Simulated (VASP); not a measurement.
# CO2 (Pa-3) in VASP: further runs

The runs below take CO2 through single point, with PBE.

Program: VASP 6.6.1. These are calculated values, not measurements. Logs are shortened: lines on timing, memory, paths and dates and some standing lists are left out, and cuts for length are marked.

## (1) The cell of the first run

Symmetry: Pa-3, No. 205, cubic system. The conventional cell has a = 6.058 Å, b = 6.058 Å, c = 6.058 Å, α = 90.00°, β = 90.00°, γ = 90.00°. Within 1.6 Å of C (site symmetry -3) lie 2 O at 1.17 Å. O (site symmetry 3) has 1 C at 1.17 Å within 1.6 Å.

## (2) Single point, PBE

File INCAR:

```
  PREC = Accurate
  ENCUT = 1340
  EDIFF = 1E-6
  ISMEAR = 0
  SIGMA = 0.02
  LREAL = F
  LASPH = T
  NELM = 120
  ALGO = Normal
  ISIF = 2
  LWAVE = F
  LCHARG = F
  GGA = PE
  NBANDS = 44
  GGA_COMPAT = F
```

File KPOINTS:

```
Automatic mesh
0
Gamma
  4 4 4
```

File POSCAR:

```
CO2
1.0
    6.0577362522      0.0000000000      0.0000000000
    0.0000000000      6.0577362522      0.0000000000
    0.0000000000      0.0000000000      6.0577362522
C O
4 8
Direct
    0.0000000000      0.0000000000      0.0000000000
    0.5000000000      0.0000000000      0.5000000000
    0.5000000000      0.5000000000      0.0000000000
    0.0000000000      0.5000000000      0.5000000000
    0.1114834447      0.1114834447      0.1114834447
    0.3885165553      0.8885165553      0.6114834447
    0.6114834447      0.3885165553      0.8885165553
    0.8885165553      0.6114834447      0.3885165553
    0.8885165553      0.8885165553      0.8885165553
    0.6114834447      0.1114834447      0.3885165553
    0.3885165553      0.6114834447      0.1114834447
    0.1114834447      0.3885165553      0.6114834447
```

Potentials or basis: VASP PAW PBE potentials, release 64 (C_h, O_h).

On the command line:

```
$ cat potpaw_PBE.64/C_h/POTCAR potpaw_PBE.64/O_h/POTCAR > POTCAR
$ mpirun -np 1 vasp_std > vasp.out
```

OUTCAR:

```text
PREC = Accurate
   ENCUT = 1340
   EDIFF = 1E-6
   ISMEAR = 0
   LREAL = F
   LASPH = T
   NELM = 120
   ISIF = 2
   GGA = PE

 ion  position               nearest neighbor table
   1  0.000  0.000  0.000-   5 1.17   9 1.17
   2  0.500  0.000  0.500-   6 1.17  10 1.17
   3  0.500  0.500  0.000-   7 1.17  11 1.17
   4  0.000  0.500  0.500-   8 1.17  12 1.17
   5  0.111  0.111  0.111-   1 1.17
   6  0.389  0.889  0.611-   2 1.17
   7  0.611  0.389  0.889-   3 1.17
   8  0.889  0.611  0.389-   4 1.17
   9  0.889  0.889  0.889-   1 1.17
  10  0.611  0.111  0.389-   2 1.17
  11  0.389  0.611  0.111-   3 1.17
  12  0.111  0.389  0.611-   4 1.17

  LATTYP: Found a simple cubic cell.
 ALAT       =     6.0577362522

  Lattice vectors:

 A1 = (   6.0577362522,   0.0000000000,   0.0000000000)
 A2 = (   0.0000000000,   6.0577362522,   0.0000000000)
 A3 = (   0.0000000000,   0.0000000000,   6.0577362522)

Analysis of symmetry for initial positions (statically):
=====================================================================
 Subroutine PRICEL returns:
 Original cell was already a primitive cell.

 Routine SETGRP: Setting up the symmetry group for a
 simple cubic supercell.

 Subroutine GETGRP returns: Found 24 space group operations
 (whereof  6 operations were pure point group operations)
 out of a pool of 48 trial point group operations.

The static configuration has the point symmetry S_6 .
 The point group associated with its full space group is T_h .

Analysis of symmetry for dynamics (positions and initial velocities):
=====================================================================
 Subroutine PRICEL returns:
 Original cell was already a primitive cell.

 Routine SETGRP: Setting up the symmetry group for a
 simple cubic supercell.

 Subroutine GETGRP returns: Found 24 space group operations
 (whereof  6 operations were pure point group operations)
 out of a pool of 48 trial point group operations.

The dynamic configuration has the point symmetry S_6 .
 The point group associated with its full space group is T_h .

 Subroutine INISYM returns: Found 24 space group operations
 (whereof  6 operations are pure point group operations),
 and found     1 'primitive' translations

----------------------------------------------------------------------------------------

                                     Primitive cell

  volume of cell :     222.2957

  direct lattice vectors                    reciprocal lattice vectors
     6.057736252  0.000000000  0.000000000     0.165078168  0.000000000  0.000000000
     0.000000000  6.057736252  0.000000000     0.000000000  0.165078168  0.000000000
     0.000000000  0.000000000  6.057736252     0.000000000  0.000000000  0.165078168

  length of vectors
     6.057736252  6.057736252  6.057736252     0.165078168  0.165078168  0.165078168

  position of ions in fractional coordinates (direct lattice)
     0.000000000  0.000000000  0.000000000
     0.500000000  0.000000000  0.500000000
     0.500000000  0.500000000  0.000000000
     0.000000000  0.500000000  0.500000000
     0.111483445  0.111483445  0.111483445
     0.388516555  0.888516555  0.611483445
     0.611483445  0.388516555  0.888516555
     0.888516555  0.611483445  0.388516555
     0.888516555  0.888516555  0.888516555
     0.611483445  0.111483445  0.388516555
     0.388516555  0.611483445  0.111483445
     0.111483445  0.388516555  0.611483445

  ion indices of the primitive-cell ions
   primitive index   ion index
                 1           1
                 2           2
                 3           3
                 4           4
                 5           5
                 6           6
                 7           7
                 8           8
                 9           9
                10          10
                11          11
                12          12

----------------------------------------------------------------------------------------

 KPOINTS: Automatic mesh

Automatic generation of k-mesh.
 Grid dimensions read from file:
 generate k-points for:    4    4    4

 Generating k-lattice:

  Cartesian coordinates                     Fractional coordinates (reciprocal lattice)
     0.041269542  0.000000000  0.000000000     0.250000000  0.000000000  0.000000000
     0.000000000  0.041269542  0.000000000     0.000000000  0.250000000  0.000000000
     0.000000000  0.000000000  0.041269542     0.000000000  0.000000000  0.250000000

  Length of vectors
     0.041269542  0.041269542  0.041269542

  Shift w.r.t. Gamma in fractional coordinates (k-lattice)
     0.000000000  0.000000000  0.000000000

 Subroutine IBZKPT returns following result:
 ===========================================

 Found     11 irreducible k-points:

 Following reciprocal coordinates:
            Coordinates               Weight
  0.000000  0.000000  0.000000      1.000000
  0.250000  0.000000  0.000000      6.000000
  0.500000  0.000000  0.000000      3.000000
  0.250000  0.250000  0.000000     12.000000
  0.500000  0.250000  0.000000      6.000000
 -0.250000  0.500000  0.000000      6.000000
  0.500000  0.500000  0.000000      3.000000
  0.250000  0.250000  0.250000      8.000000
  0.500000  0.250000  0.250000     12.000000
  0.500000  0.500000  0.250000      6.000000
  0.500000  0.500000  0.500000      1.000000
   k-points           NKPTS =     11   k-points in BZ     NKDIM =     11   number of bands    NBANDS=     44
   number of dos      NEDOS =    301   number of ions     NIONS =     12
   total plane-waves  NPLWV = 373248
   dimension x,y,z NGX =    72 NGY =   72 NGZ =   72
   dimension x,y,z NGXF=   144 NGYF=  144 NGZF=  144
   ions per type =               4   8
   NGX,Y,Z   is equivalent  to a cutoff of  19.76, 19.76, 19.76 a.u.
   NGXF,Y,Z  is equivalent  to a cutoff of  39.52, 39.52, 39.52 a.u.
 SYSTEM =  unknown system
   PREC   = accura    normal or accurate (medium, high low for compatibility)
   ISTART =      0    job   : 0-new  1-cont  2-samecut
   ICHARG =      2    charge: 1-file 2-atom 10-const
   ISPIN  =      1    spin polarized calculation?
   LNONCOLLINEAR =      F non collinear calculations
   LSORBIT =      F    spin-orbit coupling
   LASPH  =      T    aspherical Exc in radial PAW
   ENCUT  = 1340.0 eV  98.49 Ry    9.92 a.u.  18.08 18.08 18.08*2*pi/ulx,y,z
   NELM   =    120;   NELMIN=  2; NELMDL= -5     # of ELM steps
   EDIFF  = 0.1E-05   stopping-criterion for ELM
   LREAL  =      F    real-space projection
   EDIFFG = 0.1E-04   stopping-criterion for IOM
   NSW    =      0    number of steps for IOM
   IBRION =     -1    ionic relax: 0-MD 1-quasi-New 2-CG
   NFREE  =      0    steps in history (QN), initial steepest desc. (CG)
   ISIF   =      2    stress and relaxation
   ISYM   =      2    0-nonsym 1-usesym 2-fastsym
   POTIM  = 0.5000    time-step for ionic-motion
   TEBEG  =    0.0;   TEEND  =   0.0 temperature during run
   PSTRESS=    0.0 pullay stress
   NELECT =      64.0000    total number of electrons
   NUPDOWN=      -1.0000    fix difference up-down
   EMIN   =  10.00;   EMAX   =-10.00  energy-range for DOS
   EFERMI =   0.00;   METHOD = LEGACY
   ISMEAR =     0;   SIGMA  =   0.02  broadening in eV -4-tet -1-fermi 0-gaus
   EFERMI_NEDOS =   21; number of points for ismear=-14 and -15
   IALGO  =     38    algorithm
   IMIX   =      4    mixing-type and parameters
     AMIX     =   0.40;   BMIX     =  1.00
     AMIX_MAG =   1.60;   BMIX_MAG =  1.00
  volume/ion in A,a.u.               =      18.52       125.01
  Fermi-wavevector in a.u.,A,eV,Ry     =   1.080997  2.042788 15.899147  1.168554
  Thomas-Fermi vector in A             =   2.217002
   LORBIT       =      0    0 simple, 1 ext, 2 COOP (PROOUT), +10 PAW based schemes
   GGA     = PE    functional components
   LHFCALC =     F    Hartree Fock is set to
   AEXX    =    0.0000 exact exchange contribution
   IVDW    =     0    specifies the selected vdW correction
   LEPSILON=     F    determine dielectric tensor
   LRPA    =     F    only Hartree local field effects (RPA)
 non-spin polarized calculation
 Gauss-broadening in eV      SIGMA  =   0.02
  energy-cutoff  :     1340.00
  volume of cell :      222.30
 maximum number of plane-waves:     24920
   NGX = 37   NGY = 37   NGZ = 37

 number of electron      63.9999996 magnetization

 Free energy of the ion-electron system (eV)
  ---------------------------------------------------
  ext. energy  EPLUGINS =         0.00000000
  ---------------------------------------------------
  free energy    TOTEN  =       -93.33964067 eV

  energy without entropy =      -93.33964067  energy(sigma->0) =      -93.33964067

 E-fermi :  -4.2673     XC(G=0):  -6.8909

 val. band max:       -4.4183146311   @ k =   0.0000   0.0000   0.0000
 cond. band min:       2.2178617337   @ k =   0.0000   0.0000   0.0000
 fundamental gap:      6.6361763648
 Fermi energy:        -4.2672552578

 k-point     1 :       0.0000    0.0000    0.0000
  band No.  band energies     occupation
      1     -24.6936      2.00000
      2     -24.6058      2.00000
      3     -24.6058      2.00000
      4     -24.6058      2.00000
      5     -23.6380      2.00000
      6     -23.6380      2.00000
[... 36 lines left out ...]
     43       5.8722      0.00000
     44       5.8722      0.00000

 k-point     2 :       0.2500    0.0000    0.0000
  band No.  band energies     occupation
      1     -24.6811      2.00000
      2     -24.6190      2.00000
      3     -24.6057      2.00000
      4     -24.6057      2.00000
      5     -23.6377      2.00000
      6     -23.6377      2.00000
[... 415 lines left out ...]
 k-point    11 :       0.5000    0.5000    0.5000
  band No.  band energies     occupation
      1     -24.6275      2.00000
      2     -24.6275      2.00000
      3     -24.6275      2.00000
      4     -24.6275      2.00000
      5     -23.6331      2.00000
      6     -23.6331      2.00000
[... 36 lines left out ...]
     43       4.8262      0.00000
     44       4.8262      0.00000

------------------------ aborting loop because EDIFF is reached ----------------------------------------

  FORCE on cell =-STRESS in cart. coord.  units (eV):
  Direction    XX          YY          ZZ          XY          YZ          ZX
  --------------------------------------------------------------------------------------
  -------------------------------------------------------------------------------------
  Total       -0.2884770     -0.2884770     -0.2884770     -0.0000000      0.0000000      0.0000000
  in kB       -2.0791737     -2.0791737     -2.0791737     -0.0000000      0.0000000      0.0000000
  external PRESSURE =      -2.0791737 kB  Pullay stress =       0.0000000 kB

 VOLUME and BASIS-vectors are now :
 -----------------------------------------------------------------------------
  energy-cutoff  :     1340.00
  volume of cell :      222.30
      direct lattice vectors                 reciprocal lattice vectors
     6.057736252  0.000000000  0.000000000     0.165078168  0.000000000  0.000000000
     0.000000000  6.057736252  0.000000000     0.000000000  0.165078168  0.000000000
     0.000000000  0.000000000  6.057736252     0.000000000  0.000000000  0.165078168

 POSITION                                       TOTAL-FORCE (eV/Angst)
 -----------------------------------------------------------------------------------
      0.00000      0.00000      0.00000        -0.000000      0.000000      0.000000
      3.02887      0.00000      3.02887        -0.000000      0.000000      0.000000
      3.02887      3.02887      0.00000        -0.000000      0.000000      0.000000
      0.00000      3.02887      3.02887        -0.000000      0.000000      0.000000
      0.67534      0.67534      0.67534         0.004746      0.004746      0.004746
      2.35353      5.38240      3.70421        -0.004746     -0.004746      0.004746
      3.70421      2.35353      5.38240         0.004746     -0.004746     -0.004746
      5.38240      3.70421      2.35353        -0.004746      0.004746     -0.004746
      5.38240      5.38240      5.38240        -0.004746     -0.004746     -0.004746
      3.70421      0.67534      2.35353         0.004746      0.004746     -0.004746
      2.35353      3.70421      0.67534        -0.004746      0.004746      0.004746
      0.67534      2.35353      3.70421         0.004746     -0.004746      0.004746
 -----------------------------------------------------------------------------------
    total drift:                                0.000000      0.000000      0.000000

  FREE ENERGIE OF THE ION-ELECTRON SYSTEM (eV)
  ---------------------------------------------------
  free  energy   TOTEN  =       -93.3396406697 eV

  energy  without entropy=      -93.3396406697  energy(sigma->0) =      -93.33964067
```

It took 5.9 min on 1 thread of Intel Xeon Platinum 8375C at 2.90GHz (Ice Lake), shared host; peak memory 0.91 GiB.

What came out:

- Free energy: -93.3396 eV
- Pressure: -0.2 GPa
- Largest force: 0.008 eV/Å
- Band gap on the k mesh: 6.64 eV

Forces on the atoms (eV/Å):
```
C    0.000  0.000  0.000
C    0.000  0.000  0.000
C    0.000  0.000  0.000
C    0.000  0.000  0.000
O    0.005  0.005  0.005
O   -0.005 -0.005  0.005
O    0.005 -0.005 -0.005
O   -0.005  0.005 -0.005
O   -0.005 -0.005 -0.005
O    0.005  0.005 -0.005
O   -0.005  0.005  0.005
O    0.005 -0.005  0.005
```

Caveat: this functional lacks dispersion, which holds the molecules together, so the pressure and a relaxed volume are unreliable.

## (3) Single point, PBE

File INCAR:

```
SYSTEM = CO2
PREC = Accurate
ENCUT = 1340
EDIFF = 1E-6
ISMEAR = 0
SIGMA = 0.05
LREAL = .FALSE.
LASPH = .TRUE.
NELM = 120
ALGO = Normal
ISIF = 2
LWAVE = .FALSE.
LCHARG = .FALSE.
GGA = PE
NBANDS = 44
GGA_COMPAT = .FALSE.
```

File KPOINTS:

```
Automatic mesh
0
G
  4 4 4
  0 0 0
```

POSCAR is that of step 2.

Potentials or basis: VASP PAW PBE potentials, release 64 (C_h, O_h).

On the command line:

```
$ cat potpaw_PBE.64/C_h/POTCAR potpaw_PBE.64/O_h/POTCAR > POTCAR
$ mpirun -np 1 vasp_std > vasp.out
```

It took 4.9 min on 1 thread of Intel Xeon Platinum 8488C (Sapphire Rapids), shared host; peak memory 0.91 GiB.

It converged, with:

* Free energy: -93.3396 eV
* Pressure: -0.2 GPa
* Largest force: 0.008 eV/Å
* Band gap on the k mesh: 6.64 eV

Forces on the atoms (eV/Å):
```
C    0.000  0.000  0.000
C    0.000  0.000  0.000
C    0.000  0.000  0.000
C    0.000  0.000  0.000
O    0.005  0.005  0.005
O   -0.005 -0.005  0.005
O    0.005 -0.005 -0.005
O   -0.005  0.005 -0.005
O   -0.005 -0.005 -0.005
O    0.005  0.005 -0.005
O   -0.005  0.005  0.005
O    0.005 -0.005  0.005
```

Levels at points of the mesh, in eV from the valence-band top:
```csv
k point,band 29,band 30,band 31,band 32,band 33,band 34,band 35,band 36
"(0.00, 0.00, 0.00)",-0.11,-0.11,0.00,0.00,6.64,8.24,8.24,8.24
"(0.50, 0.00, 0.00)",-0.17,-0.17,-0.05,-0.05,7.92,7.92,8.17,8.17
"(0.50, 0.50, 0.00)",-0.16,-0.16,-0.16,-0.16,8.14,8.14,8.14,8.14
"(0.50, 0.50, 0.50)",-0.18,-0.18,-0.18,-0.18,8.20,8.20,8.20,8.20
```

Caveat: this functional lacks dispersion, which holds the molecules together, so the pressure and a relaxed volume are unreliable. A k mesh can miss the band edges.
